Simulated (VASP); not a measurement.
# BaZrO3 (Pm-3m) in VASP: a series of runs

The runs below take BaZrO3 through relaxation of cell and atoms, single point, with LDA.

All numbers are computed with VASP 6.6.1; they aren't measurements. Logs are shortened: lines on timing, memory, paths and dates and some standing lists are left out, and cuts for length are marked.

## Step 1: The cell of the first run

The structure is cubic, space group Pm-3m (No. 221). The conventional cell has a = 4.191 Å, b = 4.191 Å, c = 4.191 Å, α = 90.00°, β = 90.00°, γ = 90.00°. Ba (site symmetry m-3m) has 12 O at 2.96 Å and 8 Zr at 3.63 Å within 3.9 Å. Within 2.8 Å of Zr (site symmetry m-3m) lie 6 O at 2.10 Å. O (site symmetry 4/mmm) has 2 Zr at 2.10 Å within 2.8 Å.

## Step 2: Relaxation of cell and atoms, LDA

The input, INCAR:

```
PREC = Accurate
ENCUT = 600
EDIFF = 1E-7
ISMEAR = -1
SIGMA = 0.05
LREAL = False
LASPH = True
NELM = 60
ALGO = Normal
ISIF = 3
LWAVE = False
LCHARG = False
IBRION = 2
NSW = 100
EDIFFG = -0.002
```

The input, KPOINTS:

```
Automatic mesh
0
Gamma
  8 8 8
```

The input, POSCAR:

```
BaZrO3
1.0
    4.1913400000      0.0000000000      0.0000000000
    0.0000000000      4.1913400000      0.0000000000
    0.0000000000      0.0000000000      4.1913400000
Ba Zr O
1 1 3
Direct
    0.0000000000      0.0000000000      0.0000000000
    0.5000000000      0.5000000000      0.5000000000
    0.0000000000      0.5000000000      0.5000000000
    0.5000000000      0.0000000000      0.5000000000
    0.5000000000      0.5000000000      0.0000000000
```

Potentials or basis: VASP PAW LDA potentials, release 64 (Ba_sv, Zr_sv, O).

On the command line:

```sh
> cat potpaw_LDA.64/Ba_sv/POTCAR potpaw_LDA.64/Zr_sv/POTCAR potpaw_LDA.64/O/POTCAR > POTCAR
> mpirun -np 1 vasp_std > vasp.out
```

OUTCAR:

```text
PREC = Accurate
   ENCUT = 600
   EDIFF = 1E-7
   ISMEAR = -1
   LREAL = False
   LASPH = True
   NELM = 60
   ISIF = 3
   IBRION = 2
   NSW = 100
   EDIFFG = -0.002

 ion  position               nearest neighbor table
   1  0.000  0.000  0.000-   3 2.96   4 2.96   5 2.96   3 2.96   4 2.96   3 2.96   5 2.96   3 2.96
                             4 2.96   5 2.96   4 2.96   5 2.96   2 3.63   2 3.63   2 3.63   2 3.63
   2  0.500  0.500  0.500-   3 2.10   4 2.10   5 2.10   5 2.10   4 2.10   3 2.10   1 3.63   1 3.63
                             1 3.63   1 3.63   1 3.63   1 3.63   1 3.63   1 3.63
   3  0.000  0.500  0.500-   2 2.10   2 2.10   1 2.96   1 2.96   1 2.96   1 2.96
   4  0.500  0.000  0.500-   2 2.10   2 2.10   1 2.96   1 2.96   1 2.96   1 2.96
   5  0.500  0.500  0.000-   2 2.10   2 2.10   1 2.96   1 2.96   1 2.96   1 2.96

  LATTYP: Found a simple cubic cell.
 ALAT       =     4.1913400000

  Lattice vectors:

 A1 = (   4.1913400000,   0.0000000000,   0.0000000000)
 A2 = (   0.0000000000,   4.1913400000,   0.0000000000)
 A3 = (   0.0000000000,   0.0000000000,   4.1913400000)

Analysis of symmetry for initial positions (statically):
=====================================================================
 Subroutine PRICEL returns:
 Original cell was already a primitive cell.

 Routine SETGRP: Setting up the symmetry group for a
 simple cubic supercell.

 Subroutine GETGRP returns: Found 48 space group operations
 (whereof 48 operations were pure point group operations)
 out of a pool of 48 trial point group operations.

The static configuration has the point symmetry O_h .

Analysis of symmetry for dynamics (positions and initial velocities):
=====================================================================
 Subroutine PRICEL returns:
 Original cell was already a primitive cell.

 Routine SETGRP: Setting up the symmetry group for a
 simple cubic supercell.

 Subroutine GETGRP returns: Found 48 space group operations
 (whereof 48 operations were pure point group operations)
 out of a pool of 48 trial point group operations.

The dynamic configuration has the point symmetry O_h .

 Subroutine INISYM returns: Found 48 space group operations
 (whereof 48 operations are pure point group operations),
 and found     1 'primitive' translations

----------------------------------------------------------------------------------------

                                     Primitive cell

  volume of cell :      73.6307

  direct lattice vectors                    reciprocal lattice vectors
     4.191340000  0.000000000  0.000000000     0.238587182  0.000000000  0.000000000
[... 104 lines left out ...]
   NUPDOWN=      -1.0000    fix difference up-down
   EMIN   =  10.00;   EMAX   =-10.00  energy-range for DOS
   EFERMI =   0.00;   METHOD = LEGACY
   ISMEAR =    -1;   SIGMA  =   0.05  broadening in eV -4-tet -1-fermi 0-gaus
   EFERMI_NEDOS =   21; number of points for ismear=-14 and -15
   IALGO  =     38    algorithm
   IMIX   =      4    mixing-type and parameters
     AMIX     =   0.40;   BMIX     =  1.00
     AMIX_MAG =   1.60;   BMIX_MAG =  1.00
  volume/ion in A,a.u.               =      14.73        99.38
  Fermi-wavevector in a.u.,A,eV,Ry     =   1.335802  2.524299 24.277770  1.784366
  Thomas-Fermi vector in A             =   2.464478
   LORBIT       =      0    0 simple, 1 ext, 2 COOP (PROOUT), +10 PAW based schemes
   GGA     = CA    functional components
   LHFCALC =     F    Hartree Fock is set to
   AEXX    =    0.0000 exact exchange contribution
   IVDW    =     0    specifies the selected vdW correction
   LEPSILON=     F    determine dielectric tensor
   LRPA    =     F    only Hartree local field effects (RPA)
 conjugate gradient relaxation of ions
 non-spin polarized calculation
  energy-cutoff  :      600.00
  volume of cell :       73.63
 maximum number of plane-waves:      2517
 NGX is ok and might be reduce to    36
   NGX = 17   NGY = 17   NGZ = 17

--------------------------------------- Ionic step        1  -------------------------------------------

 number of electron      40.0000010 magnetization

 Free energy of the ion-electron system (eV)
  ---------------------------------------------------
  ext. energy  EPLUGINS =         0.00000000
  ---------------------------------------------------
  free energy    TOTEN  =       -45.72974054 eV

  energy without entropy =      -45.72974054  energy(sigma->0) =      -45.72974054

------------------------ aborting loop because EDIFF is reached ----------------------------------------

  FORCE on cell =-STRESS in cart. coord.  units (eV):
  Direction    XX          YY          ZZ          XY          YZ          ZX
  --------------------------------------------------------------------------------------
  -------------------------------------------------------------------------------------
  Total       -1.8388362     -1.8388362     -1.8388362      0.0000000      0.0000000     -0.0000000
  in kB      -40.0124325    -40.0124325    -40.0124325      0.0000000      0.0000000     -0.0000000
  external PRESSURE =     -40.0124325 kB  Pullay stress =       0.0000000 kB
[... 182 lines left out ...]
--------------------------------------- Ionic step        6  -------------------------------------------

 number of electron      39.9999994 magnetization

 Free energy of the ion-electron system (eV)
  ---------------------------------------------------
  ext. energy  EPLUGINS =         0.00000000
  ---------------------------------------------------
  free energy    TOTEN  =       -45.75211486 eV

  energy without entropy =      -45.75211486  energy(sigma->0) =      -45.75211486

 E-fermi :   4.7960     XC(G=0): -11.3570

 val. band max:        3.6455523609   @ k =   0.5000   0.5000   0.5000
 cond. band min:       6.7646871009   @ k =   0.0000   0.0000   0.0000
 fundamental gap:      3.1191347400
 Fermi energy:         4.7960195313

 k-point     1 :       0.0000    0.0000    0.0000
  band No.  band energies     occupation
      1     -42.8665      2.00000
      2     -21.4172      2.00000
      3     -21.2402      2.00000
      4     -21.2402      2.00000
      5     -21.2402      2.00000
      6     -12.4517      2.00000
[... 637 lines left out ...]
     23      10.0415      0.00000
     24      10.4568      0.00000

 [... further k-points ...]

------------------------ aborting loop because EDIFF is reached ----------------------------------------

  FORCE on cell =-STRESS in cart. coord.  units (eV):
  Direction    XX          YY          ZZ          XY          YZ          ZX
  --------------------------------------------------------------------------------------
  -------------------------------------------------------------------------------------
  Total       -0.0055534     -0.0055534     -0.0055534      0.0000000     -0.0000000      0.0000000
  in kB       -0.1237928     -0.1237928     -0.1237928      0.0000000     -0.0000000      0.0000000
  external PRESSURE =      -0.1237928 kB  Pullay stress =       0.0000000 kB
[... 20 lines left out ...]
  FREE ENERGIE OF THE ION-ELECTRON SYSTEM (eV)
  ---------------------------------------------------
  free  energy   TOTEN  =       -45.7521148558 eV

  energy  without entropy=      -45.7521148558  energy(sigma->0) =      -45.75211486

 reached required accuracy - stopping structural energy minimisation
```

OSZICAR:

```text
N       E                     dE             d eps       ncg     rms          rms(c)
DAV:   1     0.355867499780E+03    0.35587E+03   -0.24172E+04  1680   0.183E+03
DAV:   2    -0.305166781386E+02   -0.38638E+03   -0.37989E+03  2168   0.413E+02
[... 54 lines left out ...]
   5 F= -.45752112E+02 E0= -.45752112E+02  d E =-.558719E-06
       N       E                     dE             d eps       ncg     rms          rms(c)
DAV:   1    -0.457521345677E+02   -0.22944E-04   -0.61710E-04  1920   0.215E-01    0.485E-02
DAV:   2    -0.457521183376E+02    0.16230E-04   -0.79556E-05  1984   0.590E-02    0.180E-02
DAV:   3    -0.457521149843E+02    0.33533E-05   -0.10419E-05  2456   0.263E-02    0.429E-03
DAV:   4    -0.457521147609E+02    0.22343E-06   -0.29847E-06  2624   0.933E-03    0.352E-03
DAV:   5    -0.457521148558E+02   -0.94924E-07   -0.10068E-07  1264   0.227E-03
   6 F= -.45752115E+02 E0= -.45752115E+02  d E =-.377627E-05
```

Wall time 1.9 min (1 thread of Intel Xeon 6975P-C (Granite Rapids), shared host); peak memory 0.24 GiB.

Results:

```yaml
Free_energy: -45.7521 eV
Relaxed_volume: 14.37 Å³/atom
Relaxed_cell: a = 4.158 Å, b = 4.158 Å, c = 4.158 Å, α = 90.00°, β = 90.00°, γ = 90.00°
Space_group_after_relaxing_to_0.05_Å: Pm-3m (No. 221)
Energy_gained_by_relaxing: 4.5 meV/atom
Ionic_steps: 6
Pressure_after_relaxing: 0.0 GPa
Band_gap_on_the_k_mesh: 3.12 eV, indirect (least direct gap 3.31 eV)
```

Step by step:
```
step  energy change (eV)  largest force (eV/Å)  pressure (GPa)  volume (Å³)
   1              0.0000                0.0000           -4.00        73.63
   2              0.0126                0.0000            5.51        69.78
   3             -0.0224                0.0000           -0.03        71.89
   4             -0.0224                0.0000            0.05        71.85
   5             -0.0224                0.0000           -0.05        71.89
   6             -0.0224                0.0000           -0.01        71.87
```

Final structure:
```xyz
5
Lattice="4.1577 0.0000 0.0000 0.0000 4.1577 0.0000 0.0000 0.0000 4.1577" Properties=species:S:1:pos:R:3 pbc="T T T"
Ba    0.0000    0.0000    4.1577
Zr    2.0789    2.0789    2.0789
O     0.0000    2.0789    2.0789
O     2.0789    0.0000    2.0789
O     2.0789    2.0789    4.1577
```

Caveat: spin-orbit coupling is left out, which moves the levels of the heavy elements. A k mesh can miss the band edges.

## Step 3: Single point, LDA

This run uses another cell than the first one, of 14.11 Å³/atom, 0.958 times its volume.

The input, INCAR:

```
SYSTEM = BaZrO3
  PREC = Accurate
  ENCUT = 910
  EDIFF = 1E-6
  ISMEAR = 0
  SIGMA = 0.01
  LREAL = .FALSE.
  LASPH = .TRUE.
  NELM = 120
  ALGO = Normal
  ISIF = 2
  LWAVE = .FALSE.
  LCHARG = .FALSE.
  GGA = CA
  NBANDS = 28
  GGA_COMPAT = .FALSE.
```

The input, KPOINTS:

```
Automatic mesh
0
G
  4 4 4
  0 0 0
```

POSCAR: that of step 2 with these lines changed.

```diff
@@ -2,5 +2,5 @@
 1.0
-    4.1913400000      0.0000000000      0.0000000000
-    0.0000000000      4.1913400000      0.0000000000
-    0.0000000000      0.0000000000      4.1913400000
+    4.1322606106      0.0000000000      0.0000000000
+    0.0000000000      4.1322606106      0.0000000000
+    0.0000000000      0.0000000000      4.1322606106
 Ba Zr O
```

Potentials or basis: VASP PAW LDA potentials, release 64 (Ba_sv, Zr_sv, O_h).

On the command line:

```sh
> cat potpaw_LDA.64/Ba_sv/POTCAR potpaw_LDA.64/Zr_sv/POTCAR potpaw_LDA.64/O_h/POTCAR > POTCAR
> mpirun -np 1 vasp_std > vasp.out
```

It took 78 s on 1 thread of Intel Xeon Platinum 8259CL at 2.50GHz (Skylake/Cascade Lake), shared host; peak memory 0.24 GiB.

The run converged. Its results:

```
Free energy            : -45.7378 eV
Pressure               : 3.3 GPa
Band gap on the k mesh : 3.15 eV, indirect (least direct gap 3.31 eV)
```

Levels at points of the mesh, in eV from the valence-band top:
| k point | band 16 | band 17 | band 18 | band 19 | band 20 | band 21 | band 22 | band 23 | band 24 | band 25 |
| --- | --- | --- | --- | --- | --- | --- | --- | --- | --- | --- |
| (0.00, 0.00, 0.00) | -1.07 | -1.07 | -0.16 | -0.16 | -0.16 | 3.15 | 3.15 | 3.15 | 4.57 | 4.57 |
| (0.50, 0.00, 0.00) | -1.85 | -1.82 | -1.82 | -0.37 | -0.37 | 3.65 | 5.93 | 5.93 | 6.50 | 6.80 |
| (0.50, 0.50, 0.00) | -2.60 | -0.93 | -0.93 | -0.66 | -0.08 | 5.90 | 5.90 | 6.63 | 6.73 | 7.96 |
| (0.50, 0.50, 0.50) | -2.57 | -2.57 | 0.00 | 0.00 | 0.00 | 6.08 | 6.08 | 6.08 | 7.34 | 7.34 |

Caveat: the cutoff is under 1.25 times the usual one of these potentials, so pressure, stress and relaxed cells hold a basis-set (Pulay) error; spin-orbit coupling is left out, which moves the levels of the heavy elements. A k mesh can miss the band edges.
